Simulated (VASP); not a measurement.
# MnO in VASP: notebook

Runs on MnO. Level: PBE+U. Tasks: single point.

Program: VASP 6.6.1. These are calculated values, not measurements. Logs are shortened: lines on timing, memory, paths and dates and some standing lists are left out, and cuts for length are marked.

## 1. The cell of the first run

It takes space group Fm-3m (No. 225, cubic). The conventional cell has a = 4.459 Å, b = 4.459 Å, c = 4.459 Å, α = 90.00°, β = 90.00°, γ = 90.00°. Within 2.9 Å of Mn (site symmetry m-3m) lie 6 O at 2.23 Å. O (site symmetry m-3m) has 6 Mn at 2.23 Å within 2.9 Å.

## 2. Single point, PBE+U, collinear spin, ferromagnetic start

INCAR

```
SYSTEM = MnO
PREC = Accurate ; ENCUT = 1340
EDIFF = 1E-6 ; ISMEAR = 0
SIGMA = 0.05 ; LREAL = .False.
LASPH = .True. ; NELM = 200
ALGO = Normal ; ISIF = 2
LWAVE = .False. ; LCHARG = .True.
ISPIN = 2 ; MAGMOM = 5 0
LORBIT = 11 ; LMAXMIX = 4
LDAU = .True. ; LDAUTYPE = 2
LDAUL = 2 -1 ; LDAUU = 3.9 0
LDAUJ = 0 0 ; LDAUPRINT = 1
GGA = PE ; LELF = .True.
LVHAR = .True. ; NBANDS = 22
GGA_COMPAT = .False.
```

KPOINTS

```
regular mesh
0
Gamma
  5 5 5
  0 0 0
```

POSCAR

```
MnO
1.0
    0.0000000000      2.2293821140      2.2293821140
    2.2293821140      0.0000000000      2.2293821140
    2.2293821140      2.2293821140      0.0000000000
Mn O
1 1
Direct
    0.0000000000      0.0000000000      0.0000000000
    0.5000000000      0.5000000000      0.5000000000
```

Potentials or basis: VASP PAW PBE potentials, release 64 (Mn_sv, O_h).

Launch:

```bash
$ cat potpaw_PBE.64/Mn_sv/POTCAR potpaw_PBE.64/O_h/POTCAR > POTCAR
$ mpirun -np 1 vasp_std > vasp.out
```

OUTCAR:

```text
SYSTEM = MnO
   PREC = Accurate
   ENCUT = 1340
   EDIFF = 1E-6
   ISMEAR = 0
   LREAL = .False.
   LASPH = .True.
   NELM = 200
   ISIF = 2
   ISPIN = 2
   LORBIT = 11
   GGA = PE

 ion  position               nearest neighbor table
   1  0.000  0.000  0.000-
   2  0.500  0.500  0.500-

  LATTYP: Found a face centered cubic cell.
 ALAT       =     4.4587642280

  Lattice vectors:

 A1 = (   0.0000000000,   2.2293821140,   2.2293821140)
 A2 = (   2.2293821140,   0.0000000000,   2.2293821140)
 A3 = (   2.2293821140,   2.2293821140,   0.0000000000)

Analysis of symmetry for initial positions (statically):
=====================================================================
 Subroutine PRICEL returns:
 Original cell was already a primitive cell.

 Routine SETGRP: Setting up the symmetry group for a
 face centered cubic supercell.

 Subroutine GETGRP returns: Found 48 space group operations
 (whereof 48 operations were pure point group operations)
 out of a pool of 48 trial point group operations.

The static configuration has the point symmetry O_h .

Analysis of symmetry for dynamics (positions and initial velocities):
=====================================================================
 Subroutine PRICEL returns:
 Original cell was already a primitive cell.

 Routine SETGRP: Setting up the symmetry group for a
 face centered cubic supercell.

 Subroutine GETGRP returns: Found 48 space group operations
 (whereof 48 operations were pure point group operations)
 out of a pool of 48 trial point group operations.

The dynamic configuration has the point symmetry O_h .

Analysis of structural, dynamic, and magnetic symmetry:
=====================================================================
 Subroutine PRICEL returns:
 Original cell was already a primitive cell.

 Routine SETGRP: Setting up the symmetry group for a
 face centered cubic supercell.

 Subroutine GETGRP returns: Found 48 space group operations
 (whereof 48 operations were pure point group operations)
 out of a pool of 48 trial point group operations.

The overall configuration has the point symmetry O_h .

 Subroutine INISYM returns: Found 48 space group operations
 (whereof 48 operations are pure point group operations),
 and found     1 'primitive' translations

----------------------------------------------------------------------------------------

                                     Primitive cell

  volume of cell :      22.1607

  direct lattice vectors                    reciprocal lattice vectors
     0.000000000  2.229382114  2.229382114    -0.224277389  0.224277389  0.224277389
     2.229382114  0.000000000  2.229382114     0.224277389 -0.224277389  0.224277389
     2.229382114  2.229382114  0.000000000     0.224277389  0.224277389 -0.224277389

  length of vectors
     3.152822421  3.152822421  3.152822421     0.388459833  0.388459833  0.388459833

  position of ions in fractional coordinates (direct lattice)
     0.000000000  0.000000000  0.000000000
     0.500000000  0.500000000  0.500000000

  ion indices of the primitive-cell ions
   primitive index   ion index
                 1           1
                 2           2

----------------------------------------------------------------------------------------

 KPOINTS: regular mesh

Automatic generation of k-mesh.
 Grid dimensions read from file:
 generate k-points for:    5    5    5

 Generating k-lattice:

[... 51 lines left out ...]
   NFREE  =      0    steps in history (QN), initial steepest desc. (CG)
   ISIF   =      2    stress and relaxation
   ISYM   =      2    0-nonsym 1-usesym 2-fastsym
   POTIM  = 0.5000    time-step for ionic-motion
   TEBEG  =    0.0;   TEEND  =   0.0 temperature during run
   PSTRESS=    0.0 pullay stress
   NELECT =      21.0000    total number of electrons
   NUPDOWN=      -1.0000    fix difference up-down
   EMIN   =  10.00;   EMAX   =-10.00  energy-range for DOS
   EFERMI =   0.00;   METHOD = LEGACY
   ISMEAR =     0;   SIGMA  =   0.05  broadening in eV -4-tet -1-fermi 0-gaus
   EFERMI_NEDOS =   21; number of points for ismear=-14 and -15
   IALGO  =     38    algorithm
   IMIX   =      4    mixing-type and parameters
     AMIX     =   0.40;   BMIX     =  1.00
     AMIX_MAG =   1.60;   BMIX_MAG =  1.00
  volume/ion in A,a.u.               =      11.08        74.77
  Fermi-wavevector in a.u.,A,eV,Ry     =   1.608003  3.038684 35.180209  2.585672
  Thomas-Fermi vector in A             =   2.703941
   LORBIT       =     11    0 simple, 1 ext, 2 COOP (PROOUT), +10 PAW based schemes
 LDA+U is selected, type is set to LDAUTYPE =  2
   angular momentum for each species LDAUL =     2   -1
   U (eV)           for each species LDAUU =   3.9  0.0
   J (eV)           for each species LDAUJ =   0.0  0.0
   GGA     = PE    functional components
   LHFCALC =     F    Hartree Fock is set to
   AEXX    =    0.0000 exact exchange contribution
   IVDW    =     0    specifies the selected vdW correction
   LEPSILON=     F    determine dielectric tensor
   LRPA    =     F    only Hartree local field effects (RPA)
 spin polarized calculation
 Gauss-broadening in eV      SIGMA  =   0.05
  energy-cutoff  :     1340.00
  volume of cell :       22.16
 maximum number of plane-waves:      2501
 NGX is ok and might be reduce to    40

atom =   1  type =  1  l = 2

 onsite density matrix

spin component  1

  0.9121  0.0000  0.0000 -0.0000 -0.0000
  0.0000  0.9121  0.0000  0.0000 -0.0000
  0.0000  0.0000  0.9450  0.0000 -0.0000
 -0.0000  0.0000  0.0000  0.9121  0.0000
 -0.0000 -0.0000 -0.0000  0.0000  0.9450

spin component  2

  0.0138  0.0000 -0.0000  0.0000  0.0000
  0.0000  0.0138  0.0000  0.0000  0.0000
 -0.0000  0.0000  0.0523  0.0000 -0.0000
  0.0000  0.0000  0.0000  0.0138 -0.0000
  0.0000  0.0000 -0.0000 -0.0000  0.0523

 occupancies and eigenvectors

  o =  0.0138  v =  0.0000  0.0000  0.0000  0.0000  0.0000  1.0000 -0.0046  0.0000 -0.0026 -0.0000      0.0000  0.0000  0.0000  0.0000  0.0000  0.0000  0.0000  0.0000  0.0000  0.0000
  o =  0.0138  v =  0.0000  0.0000  0.0000  0.0000  0.0000 -0.0045 -1.0000  0.0000  0.0037  0.0000      0.0000  0.0000  0.0000  0.0000  0.0000  0.0000  0.0000  0.0000  0.0000  0.0000
  o =  0.0138  v =  0.0000  0.0000  0.0000  0.0000  0.0000  0.0026  0.0037 -0.0000  1.0000  0.0000      0.0000  0.0000  0.0000  0.0000  0.0000  0.0000  0.0000  0.0000  0.0000  0.0000
  o =  0.0523  v =  0.0000  0.0000  0.0000  0.0000  0.0000 -0.0000  0.0000  1.0000  0.0000  0.0066      0.0000  0.0000  0.0000  0.0000  0.0000  0.0000  0.0000  0.0000  0.0000  0.0000
  o =  0.0523  v =  0.0000  0.0000  0.0000  0.0000  0.0000  0.0000  0.0000 -0.0066 -0.0000  1.0000      0.0000  0.0000  0.0000  0.0000  0.0000  0.0000  0.0000  0.0000  0.0000  0.0000
  o =  0.9121  v =  0.0000  0.1866 -0.0000 -0.9824  0.0000  0.0000  0.0000  0.0000  0.0000  0.0000      0.0000  0.0000  0.0000  0.0000  0.0000  0.0000  0.0000  0.0000  0.0000  0.0000
  o =  0.9121  v =  0.0000 -0.9824  0.0000 -0.1866 -0.0000  0.0000  0.0000  0.0000  0.0000  0.0000      0.0000  0.0000  0.0000  0.0000  0.0000  0.0000  0.0000  0.0000  0.0000  0.0000
  o =  0.9121  v =  1.0000  0.0000  0.0000  0.0000  0.0000  0.0000  0.0000  0.0000  0.0000  0.0000      0.0000  0.0000  0.0000  0.0000  0.0000  0.0000  0.0000  0.0000  0.0000  0.0000
  o =  0.9450  v =  0.0000 -0.0000 -0.3362  0.0000 -0.9418  0.0000  0.0000  0.0000  0.0000  0.0000      0.0000  0.0000  0.0000  0.0000  0.0000  0.0000  0.0000  0.0000  0.0000  0.0000
  o =  0.9450  v =  0.0000 -0.0000 -0.9418  0.0000  0.3362  0.0000  0.0000  0.0000  0.0000  0.0000      0.0000  0.0000  0.0000  0.0000  0.0000  0.0000  0.0000  0.0000  0.0000  0.0000

 number of electron      21.0000003 magnetization       5.0000001

 Free energy of the ion-electron system (eV)
  ---------------------------------------------------
  ext. energy  EPLUGINS =         0.00000000
  ---------------------------------------------------
  free energy    TOTEN  =       -15.33029371 eV

  energy without entropy =      -15.33029369  energy(sigma->0) =      -15.33029370

 E-fermi :   8.8819     XC(G=0): -11.8001

 val. band max:        8.7070524559   @ k =   0.4000   0.0000   0.0000
 cond. band min:       9.0364803453   @ k =   0.0000   0.0000   0.0000
 fundamental gap:      0.3294278894
 Fermi energy:         8.8818611957

 spin component 1

 k-point     1 :       0.0000    0.0000    0.0000
  band No.  band energies     occupation
      1     -72.1221      1.00000
      2     -40.8687      1.00000
      3     -40.8687      1.00000
      4     -40.8687      1.00000
      5     -10.4469      1.00000
      6       4.8817      1.00000
[... 239 lines left out ...]
     21      35.5795      0.00000
     22      35.6670      0.00000
 Fermi energy:         8.8818611957

 spin component 2

 k-point     1 :       0.0000    0.0000    0.0000
  band No.  band energies     occupation
      1     -67.0748      1.00000
      2     -35.9012      1.00000
      3     -35.9012      1.00000
      4     -35.9012      1.00000
      5     -10.0588      1.00000
      6       6.3855      1.00000
[... 239 lines left out ...]
     21      36.8655      0.00000
     22      37.5587      0.00000

------------------------ aborting loop because EDIFF is reached ----------------------------------------

  FORCE on cell =-STRESS in cart. coord.  units (eV):
  Direction    XX          YY          ZZ          XY          YZ          ZX
  --------------------------------------------------------------------------------------
  -------------------------------------------------------------------------------------
  Total        0.7037490      0.7037490      0.7037490      0.0000000      0.0000000     -0.0000000
  in kB       50.8797371     50.8797371     50.8797371      0.0000000      0.0000000     -0.0000000
  external PRESSURE =      50.8797371 kB  Pullay stress =       0.0000000 kB

 VOLUME and BASIS-vectors are now :
 -----------------------------------------------------------------------------
  energy-cutoff  :     1340.00
  volume of cell :       22.16
      direct lattice vectors                 reciprocal lattice vectors
     0.000000000  2.229382114  2.229382114    -0.224277389  0.224277389  0.224277389
     2.229382114  0.000000000  2.229382114     0.224277389 -0.224277389  0.224277389
     2.229382114  2.229382114  0.000000000     0.224277389  0.224277389 -0.224277389

 POSITION                                       TOTAL-FORCE (eV/Angst)
 -----------------------------------------------------------------------------------
      0.00000      0.00000      0.00000        -0.000000     -0.000000     -0.000000
      2.22938      2.22938      2.22938         0.000000      0.000000      0.000000
 -----------------------------------------------------------------------------------
    total drift:                                0.000000     -0.000000     -0.000000

  FREE ENERGIE OF THE ION-ELECTRON SYSTEM (eV)
  ---------------------------------------------------
  free  energy   TOTEN  =       -15.3302937104 eV

  energy  without entropy=      -15.3302936936  energy(sigma->0) =      -15.33029370

 total charge

# of ion       s       p       d       tot
------------------------------------------
    1        2.115   6.014   4.749  12.878
    2        1.037   2.313   0.000   3.350
--------------------------------------------------
tot          3.152   8.327   4.749  16.228

 magnetization (x)

# of ion       s       p       d       tot
------------------------------------------
    1        0.023   0.015   4.462   4.500
    2        0.023   0.114   0.000   0.138
--------------------------------------------------
tot          0.046   0.129   4.462   4.638
```

It took 35 s on 1 thread of Intel Xeon Platinum 8488C (Sapphire Rapids), shared host; peak memory 0.28 GiB.

What came out:

* Free energy: -15.3303 eV
* Pressure: 5.1 GPa
* Band gap on the k mesh: 0.33 eV (least direct gap 2.65 eV)
* Net moment: 5.00 μB per cell
* Site moments: Mn +4.50; O +0.14 μB
* Valence electrons inside the program's atomic spheres: Mn 12.88; O 3.35

Levels at points of the mesh, in eV from the valence-band top:
Spin up:
```tsv
k point	band 9	band 10	band 11	band 12	band 13	band 14	band 15	band 16	band 17	band 18
(0.00, 0.00, 0.00)	-3.49	-3.49	-2.64	-2.64	-2.64	0.33	14.75	16.51	16.51	16.51
```
Spin down:
```tsv
k point	band 6	band 7	band 8	band 9	band 10	band 11
(0.00, 0.00, 0.00)	-2.32	-2.32	-2.32	1.67	3.26	3.26
```

Eigenvalues of the final occupation matrices:
```
    site  spin  trace               eigenvalues
site 1 d     1   4.63  0.91 0.91 0.91 0.94 0.94
site 1 d     2   0.15  0.01 0.01 0.01 0.05 0.05
```

Caveat: the k points lie up to 0.49 Å⁻¹ apart; an odd mesh through Γ misses points on the zone boundary, where band edges can lie; a cell with one magnetic atom can't hold antiferromagnetic order, which such compounds often take. The state reached can hang on the start; a lower one may exist.

## 3. Single point, PBE+U, collinear spin, antiferromagnetic start

This run uses another cell than the first one: it holds 4 atoms, not 2.

INCAR

```
SYSTEM = MnO
  PREC = Accurate
  ENCUT = 700
  EDIFF = 1E-6
  ISMEAR = 0
  SIGMA = 0.05
  LREAL = .False.
  LASPH = .True.
  NELM = 200
  ALGO = Normal
  ISIF = 2
  LWAVE = .False.
  LCHARG = .False.
  ISPIN = 2
  MAGMOM = 5 -5 0 0
  LORBIT = 11
  LMAXMIX = 4
  LDAU = .True.
  LDAUTYPE = 2
  LDAUL = 2 -1
  LDAUU = 3.9 0
  LDAUJ = 0 0
  LDAUPRINT = 1
  GGA = PE
  NBANDS = 33
  GGA_COMPAT = .False.
```

KPOINTS

```
Automatic mesh
0
Gamma
  12 12 6
  0 0 0
```

POSCAR

```
MnO
1.0
    0.0000000000      2.2695972285      2.2695972285
    2.2695972285      0.0000000000      2.2695972285
    4.4801717668      4.4801717668      0.0590226902
Mn O
2 2
Direct
    0.0000000000      0.0000000000      0.0000000000
    0.0000000000      0.0000000000      0.5000000000
    0.5000000006      0.5000000006      0.2499999991
    0.4999999994      0.4999999994      0.7500000009
```

Potentials or basis: VASP PAW PBE potentials, release 64 (Mn_sv, O).

Launch:

```bash
$ cat potpaw_PBE.64/Mn_sv/POTCAR potpaw_PBE.64/O/POTCAR > POTCAR
$ mpirun -np 1 vasp_std > vasp.out
```

OUTCAR:

```text
SYSTEM = MnO
   PREC = Accurate
   ENCUT = 700
   EDIFF = 1E-6
   ISMEAR = 0
   LREAL = .False.
   LASPH = .True.
   NELM = 200
   ISIF = 2
   ISPIN = 2
   LORBIT = 11
   GGA = PE

 ion  position               nearest neighbor table
   1  0.000  0.000  0.000-   3 2.25   3 2.25   4 2.25   4 2.25   3 2.25   4 2.25
   2  0.000  0.000  0.500-   3 2.25   4 2.25   3 2.25   4 2.25   4 2.25   3 2.25
   3  0.500  0.500  0.250-   1 2.25   1 2.25   1 2.25   2 2.25   2 2.25   2 2.25
   4  0.500  0.500  0.750-   1 2.25   1 2.25   1 2.25   2 2.25   2 2.25   2 2.25

  LATTYP: Found a trigonal (rhomboedric) cell.
 ALAT       =     5.4630777625
 COS(alpha) =     0.8274071421

  Lattice vectors:

 A1 = (   4.4801717668,   2.2105745383,  -2.2105745383)
[... 2056 lines left out ...]
     4.480171767  4.480171767  0.059022690     0.112342878  0.112342878 -0.112342878

 POSITION                                       TOTAL-FORCE (eV/Angst)
 -----------------------------------------------------------------------------------
      0.00000      0.00000      0.00000        -0.000000     -0.000000      0.000000
      2.24009      2.24009      0.02951        -0.000000     -0.000000      0.000000
      2.25484      2.25484      2.28435         0.000000      0.000000     -0.000000
      4.49493      4.49493      2.31386        -0.000000     -0.000000     -0.000000
 -----------------------------------------------------------------------------------
    total drift:                                0.000000      0.000000      0.000000

  FREE ENERGIE OF THE ION-ELECTRON SYSTEM (eV)
  ---------------------------------------------------
  free  energy   TOTEN  =       -30.8289699084 eV

  energy  without entropy=      -30.8289699084  energy(sigma->0) =      -30.82896991

 total charge

# of ion       s       p       d       tot
------------------------------------------
    1        2.111   6.010   4.738  12.858
    2        2.111   6.010   4.738  12.858
    3        1.551   3.432   0.000   4.983
    4        1.551   3.432   0.000   4.983
--------------------------------------------------
tot          7.324  18.884   9.476  35.683

 magnetization (x)

# of ion       s       p       d       tot
------------------------------------------
    1        0.015   0.013   4.434   4.462
    2       -0.015  -0.013  -4.434  -4.462
    3        0.000   0.000   0.000   0.000
    4        0.000   0.000   0.000   0.000
--------------------------------------------------
tot          0.000   0.000  -0.000  -0.000
```

It took 6.7 min on 1 thread of Intel Xeon Platinum 8488C (Sapphire Rapids), shared host; peak memory 0.44 GiB.

What came out:

```
Free energy                                           : -30.8290 eV
Pressure                                              : -2.8 GPa
Band gap on the k mesh                                : 1.57 eV
Net moment                                            : 0.00 μB per cell
Site moments                                          : Mn +4.46, -4.46; O +0.00 μB
Valence electrons inside the program's atomic spheres : Mn 12.86; O 4.98
```

Eigenvalues of the final occupation matrices:
```csv
site,spin,trace,eigenvalues
site 1 d,1,4.61,0.91 0.91 0.91 0.94 0.94
site 1 d,2,0.15,0.01 0.01 0.01 0.06 0.06
site 2 d,1,0.15,0.01 0.01 0.01 0.06 0.06
site 2 d,2,4.61,0.91 0.91 0.91 0.94 0.94
```
